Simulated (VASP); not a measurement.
# P (P6/mmm) in VASP: further runs

P is run at these levels: PBE; tasks: single point.

Program: VASP 6.6.1. These are calculated values, not measurements. Logs are shortened: lines on timing, memory, paths and dates and some standing lists are left out, and cuts for length are marked.

**1. The cell of the first run**

It takes space group P6/mmm (No. 191, hexagonal). Conventional cell: a = 2.466 Å, b = 2.466 Å, c = 2.310 Å, α = 90.00°, β = 90.00°, γ = 120.00°. Within 3.1 Å of P (site symmetry 6/mmm) lie 8 P at 2.31 to 2.47 Å.

This isn't the form of P at room conditions, which is orthorhombic.

**2. Single point, PBE**

File INCAR:

```
SYSTEM = P
PREC = Accurate
ENCUT = 520
EDIFF = 1E-6
ISMEAR = -1
SIGMA = 0.08
LREAL = .FALSE.
LASPH = .TRUE.
NELM = 60
ALGO = Normal
ISIF = 2
LWAVE = .FALSE.
LCHARG = .TRUE.
GGA = PE
LELF = .TRUE.
LVHAR = .TRUE.
NBANDS = 8
```

File KPOINTS:

```
regular mesh
0
G
  18 18 16
  0 0 0
```

File POSCAR:

```
P
1.0
    2.4656855044      0.0000000000      0.0000000000
   -1.2328427522      2.1353462845      0.0000000000
    0.0000000000      0.0000000000      2.3098429171
P
1
Direct
    0.0000000000      0.0000000000      0.0000000000
```

Potentials or basis: VASP PAW PBE potentials, release 64 (P).

Started as:

```
$ cat potpaw_PBE.64/P/POTCAR > POTCAR
$ mpirun -np 1 vasp_std > vasp.out
```

OUTCAR:

```text
SYSTEM = P
   PREC = Accurate
   ENCUT = 520
   EDIFF = 1E-6
   ISMEAR = -1
   LREAL = .FALSE.
   LASPH = .TRUE.
   NELM = 60
   ISIF = 2
   GGA = PE

 ion  position               nearest neighbor table
   1  0.000  0.000  0.000-

  LATTYP: Found a hexagonal cell.
 ALAT       =     2.4656855044
 C/A-ratio  =     0.9367954319

  Lattice vectors:

 A1 = (   2.4656855044,   0.0000000000,   0.0000000000)
 A2 = (  -1.2328427522,   2.1353462845,   0.0000000000)
 A3 = (   0.0000000000,   0.0000000000,   2.3098429171)

Analysis of symmetry for initial positions (statically):
=====================================================================
 Subroutine PRICEL returns:
 Original cell was already a primitive cell.

 Routine SETGRP: Setting up the symmetry group for a
 hexagonal supercell.

 Subroutine GETGRP returns: Found 24 space group operations
 (whereof 24 operations were pure point group operations)
 out of a pool of 24 trial point group operations.

The static configuration has the point symmetry D_6h.

Analysis of symmetry for dynamics (positions and initial velocities):
=====================================================================
 Subroutine PRICEL returns:
 Original cell was already a primitive cell.

 Routine SETGRP: Setting up the symmetry group for a
 hexagonal supercell.

 Subroutine GETGRP returns: Found 24 space group operations
 (whereof 24 operations were pure point group operations)
 out of a pool of 24 trial point group operations.

The dynamic configuration has the point symmetry D_6h.

 Subroutine INISYM returns: Found 24 space group operations
 (whereof 24 operations are pure point group operations),
 and found     1 'primitive' translations

----------------------------------------------------------------------------------------

                                     Primitive cell

  volume of cell :      12.1615

  direct lattice vectors                    reciprocal lattice vectors
     2.465685504  0.000000000  0.000000000     0.405566727  0.234154059  0.000000000
    -1.232842752  2.135346285  0.000000000     0.000000000  0.468308118  0.000000000
     0.000000000  0.000000000  2.309842917     0.000000000  0.000000000  0.432929873

  length of vectors
     2.465685504  2.465685504  2.309842917     0.468308118  0.468308118  0.432929873

  position of ions in fractional coordinates (direct lattice)
     0.000000000  0.000000000  0.000000000

  ion indices of the primitive-cell ions
   primitive index   ion index
                 1           1

----------------------------------------------------------------------------------------

 KPOINTS: regular mesh

Automatic generation of k-mesh.
 Grid dimensions read from file:
 generate k-points for:   18   18   16

 Generating k-lattice:

  Cartesian coordinates                     Fractional coordinates (reciprocal lattice)
     0.022531485  0.013008559  0.000000000     0.055555556 -0.000000000  0.000000000
     0.000000000  0.026017118  0.000000000     0.000000000  0.055555556  0.000000000
     0.000000000  0.000000000  0.027058117     0.000000000  0.000000000  0.062500000

  Length of vectors
     0.026017118  0.026017118  0.027058117

  Shift w.r.t. Gamma in fractional coordinates (k-lattice)
     0.000000000  0.000000000  0.000000000

 Subroutine IBZKPT returns following result:
 ===========================================

 Found    333 irreducible k-points:

 Following reciprocal coordinates:
            Coordinates               Weight
  0.000000  0.000000  0.000000      1.000000
  0.055556  0.000000  0.000000      6.000000
  0.111111  0.000000  0.000000      6.000000
  0.166667 -0.000000  0.000000      6.000000
  0.222222  0.000000  0.000000      6.000000
  0.277778 -0.000000  0.000000      6.000000
[... 16 lines left out ...]
  0.333333  0.111111  0.000000     12.000000
  0.388889  0.111111  0.000000     12.000000
 [... further k-points ...]
   k-points           NKPTS =    333   k-points in BZ     NKDIM =    333   number of bands    NBANDS=      8
   number of dos      NEDOS =    301   number of ions     NIONS =      1
   total plane-waves  NPLWV =   5832
   dimension x,y,z NGX =    18 NGY =   18 NGZ =   18
   dimension x,y,z NGXF=    36 NGYF=   36 NGZF=   36
   ions per type =               1
   NGX,Y,Z   is equivalent  to a cutoff of  12.14, 12.14, 12.96 a.u.
   NGXF,Y,Z  is equivalent  to a cutoff of  24.27, 24.27, 25.91 a.u.
 SYSTEM =  P
   PREC   = accura    normal or accurate (medium, high low for compatibility)
   ISTART =      0    job   : 0-new  1-cont  2-samecut
   ICHARG =      2    charge: 1-file 2-atom 10-const
   ISPIN  =      1    spin polarized calculation?
   LNONCOLLINEAR =      F non collinear calculations
   LSORBIT =      F    spin-orbit coupling
   LASPH  =      T    aspherical Exc in radial PAW
   ENCUT  =  520.0 eV  38.22 Ry    6.18 a.u.   4.58  4.58  4.29*2*pi/ulx,y,z
   NELM   =     60;   NELMIN=  2; NELMDL= -5     # of ELM steps
   EDIFF  = 0.1E-05   stopping-criterion for ELM
   LREAL  =      F    real-space projection
   EDIFFG = 0.1E-04   stopping-criterion for IOM
   NSW    =      0    number of steps for IOM
   IBRION =     -1    ionic relax: 0-MD 1-quasi-New 2-CG
   NFREE  =      0    steps in history (QN), initial steepest desc. (CG)
   ISIF   =      2    stress and relaxation
   ISYM   =      2    0-nonsym 1-usesym 2-fastsym
   POTIM  = 0.5000    time-step for ionic-motion
   TEBEG  =    0.0;   TEEND  =   0.0 temperature during run
   PSTRESS=    0.0 pullay stress
   NELECT =       5.0000    total number of electrons
   NUPDOWN=      -1.0000    fix difference up-down
   EMIN   =  10.00;   EMAX   =-10.00  energy-range for DOS
   EFERMI =   0.00;   METHOD = LEGACY
   ISMEAR =    -1;   SIGMA  =   0.08  broadening in eV -4-tet -1-fermi 0-gaus
   EFERMI_NEDOS =   21; number of points for ismear=-14 and -15
   IALGO  =     38    algorithm
   IMIX   =      4    mixing-type and parameters
     AMIX     =   0.40;   BMIX     =  1.00
     AMIX_MAG =   1.60;   BMIX_MAG =  1.00
  volume/ion in A,a.u.               =      12.16        82.07
  Fermi-wavevector in a.u.,A,eV,Ry     =   1.217312  2.300387 20.161784  1.481849
  Thomas-Fermi vector in A             =   2.352637
   LORBIT       =      0    0 simple, 1 ext, 2 COOP (PROOUT), +10 PAW based schemes
   GGA     = PE    functional components
   LHFCALC =     F    Hartree Fock is set to
   AEXX    =    0.0000 exact exchange contribution
   IVDW    =     0    specifies the selected vdW correction
   LEPSILON=     F    determine dielectric tensor
   LRPA    =     F    only Hartree local field effects (RPA)
 non-spin polarized calculation
  energy-cutoff  :      520.00
  volume of cell :       12.16
 maximum number of plane-waves:       339
   NGX =  9   NGY =  9   NGZ =  9

 number of electron       4.9999999 magnetization

 Free energy of the ion-electron system (eV)
  ---------------------------------------------------
  ext. energy  EPLUGINS =         0.00000000
  ---------------------------------------------------
  free energy    TOTEN  =        -4.75099959 eV

  energy without entropy =       -4.74306498  energy(sigma->0) =       -4.74703228

 E-fermi :  12.6647     XC(G=0): -12.1802

 val. band max:       12.6582498611   @ k =   0.3889   0.1111   0.1875
 cond. band min:      12.6941632949   @ k =   0.3333   0.2222   0.5000
 fundamental gap:      0.0359134338
 Fermi energy:        12.6647491337

 k-point     1 :       0.0000    0.0000    0.0000
  band No.  band energies     occupation
      1      -5.9616      2.00000
      2      18.4280      0.00000
      3      19.1218      0.00000
      4      20.2564      0.00000
      5      20.2564      0.00000
      6      24.4882      0.00000
      7      24.4882      0.00000
      8      31.3858      0.00000

 k-point     2 :       0.0556    0.0000    0.0000
  band No.  band energies     occupation
      1      -5.8660      2.00000
      2      18.2334      0.00000
      3      18.5062      0.00000
      4      19.8302      0.00000
      5      20.4730      0.00000
      6      24.2678      0.00000
      7      25.0861      0.00000
      8      31.8132      0.00000

 k-point     3 :       0.1111    0.0000    0.0000
  band No.  band energies     occupation
      1      -5.5795      2.00000
      2      16.4187      0.00000
      3      18.7399      0.00000
      4      18.9490      0.00000
      5      20.4740      0.00000
      6      24.0252      0.00000
      7      26.4808      0.00000
      8      32.5973      0.00000

 k-point     4 :       0.1667   -0.0000    0.0000
  band No.  band energies     occupation
      1      -5.1032      2.00000
      2      14.2394      0.00000
      3      18.0153      0.00000
      4      19.1263      0.00000
      5      20.1310      0.00000
      6      24.1407      0.00000
      7      28.2648      0.00000
      8      33.6734      0.00000

 k-point     5 :       0.2222    0.0000    0.0000
  band No.  band energies     occupation
      1      -4.4394      2.00000
      2      11.9544      1.99972
      3      17.1677      0.00000
      4      19.6120      0.00000
      5      19.6590      0.00000
      6      24.6106      0.00000
      7      30.2895      0.00000
      8      34.5708      0.00000
[... 177 lines left out ...]
 k-point    22 :       0.2778    0.1111    0.0000
  band No.  band energies     occupation
      1      -2.2872      2.00000
      2       7.7659      2.00000
      3      12.7560      0.48442
      4      21.3098      0.00000
      5      21.8385      0.00000
      6      26.5436      0.00000
      7      31.1461      0.00000
      8      32.6549      0.00000

 k-point    23 :       0.3333    0.1111    0.0000
  band No.  band energies     occupation
      1      -1.1031      2.00000
      2       5.7776      2.00000
      3      12.2956      1.98037
      4      21.6305      0.00000
      5      22.1212      0.00000
      6      27.5809      0.00000
      7      29.7166      0.00000
      8      33.8085      0.00000

 k-point    24 :       0.3889    0.1111    0.0000
  band No.  band energies     occupation
      1       0.1845      2.00000
      2       3.9983      2.00000
      3      12.0230      1.99934
      4      21.4814      0.00000
      5      22.8346      0.00000
      6      28.5976      0.00000
      7      28.6172      0.00000
      8      33.1986      0.00000

 [... further k-points ...]
[... 5 lines left out ...]
  --------------------------------------------------------------------------------------
  -------------------------------------------------------------------------------------
  Total        2.0131165      2.0131165      2.0131644      0.0000000     -0.0000000      0.0000000
  in kB      265.2107013    265.2107013    265.2170081      0.0000000     -0.0000000      0.0000000
  external PRESSURE =     265.2128036 kB  Pullay stress =       0.0000000 kB

 VOLUME and BASIS-vectors are now :
 -----------------------------------------------------------------------------
  energy-cutoff  :      520.00
  volume of cell :       12.16
      direct lattice vectors                 reciprocal lattice vectors
     2.465685504  0.000000000  0.000000000     0.405566727  0.234154059  0.000000000
    -1.232842752  2.135346285  0.000000000     0.000000000  0.468308118  0.000000000
     0.000000000  0.000000000  2.309842917     0.000000000  0.000000000  0.432929873

 POSITION                                       TOTAL-FORCE (eV/Angst)
 -----------------------------------------------------------------------------------
      0.00000      0.00000      0.00000         0.000000      0.000000      0.000000
 -----------------------------------------------------------------------------------
    total drift:                               -0.000000      0.000000      0.000000

  FREE ENERGIE OF THE ION-ELECTRON SYSTEM (eV)
  ---------------------------------------------------
  free  energy   TOTEN  =        -4.7509995878 eV

  energy  without entropy=       -4.7430649801  energy(sigma->0) =       -4.74703228
```

It took 8.5 s on 1 thread of Intel Xeon 6975P-C (Granite Rapids), shared host; peak memory 0.13 GiB.

What came out:

```yaml
Free_energy: -4.7510 eV
Pressure: 26.5 GPa
Band_gap_on_the_k_mesh: zero (an odd number of electrons rules out a gap without spin polarisation)
```

Caveat: the cell stands under pressure.

**3. Single point, PBE**

File INCAR:

```
SYSTEM = P
PREC = Accurate
ENCUT = 520
EDIFF = 1E-6
ISMEAR = -1
SIGMA = 0.08
LREAL = .FALSE.
LASPH = .TRUE.
NELM = 100
ALGO = Normal
ISIF = 2
LWAVE = .FALSE.
LCHARG = .FALSE.
GGA = PE
NBANDS = 8
```

File KPOINTS:

```
Automatic mesh
0
G
  18 18 16
  0 0 0
```

File POSCAR:

```
P
1.0
    2.4660612713      0.0000000000      0.0000000000
   -1.2330306357      2.1356717083      0.0000000000
    0.0000000000      0.0000000000      2.3100806015
P
1
Direct
    0.0000000000      0.0000000000      0.0000000000
```

Potentials or basis: VASP PAW PBE potentials, release 64 (P).

Started as:

```
$ cat potpaw_PBE.64/P/POTCAR > POTCAR
$ mpirun -np 1 vasp_std > vasp.out
```

Wall time 8.2 s (1 thread of Intel Xeon 6975P-C (Granite Rapids), shared host); peak memory 0.13 GiB.

Results (log left out):

| Item | Value |
| --- | --- |
| Free energy | -4.7518 eV |
| Pressure | 26.4 GPa |
| Band gap on the k mesh | zero (an odd number of electrons rules out a gap without spin polarisation) |

Levels at points of the mesh, in eV from the Fermi level:
| k point | band 1 | band 2 | band 3 | band 4 | band 5 | band 6 |
| --- | --- | --- | --- | --- | --- | --- |
| (0.00, 0.00, 0.00) | -18.62 | 5.76 | 6.46 | 7.59 | 7.59 | 11.82 |
| (0.50, 0.00, 0.00) | -11.85 | -9.99 | 2.49 | 5.27 | 10.33 | 15.24 |
| (0.00, 0.00, 0.50) | -13.41 | -10.46 | 11.00 | 11.00 | 14.77 | 14.77 |
| (0.50, 0.00, 0.50) | -5.96 | -5.79 | -5.31 | 0.15 | 6.09 | 11.10 |

Caveat: the cell stands under pressure.
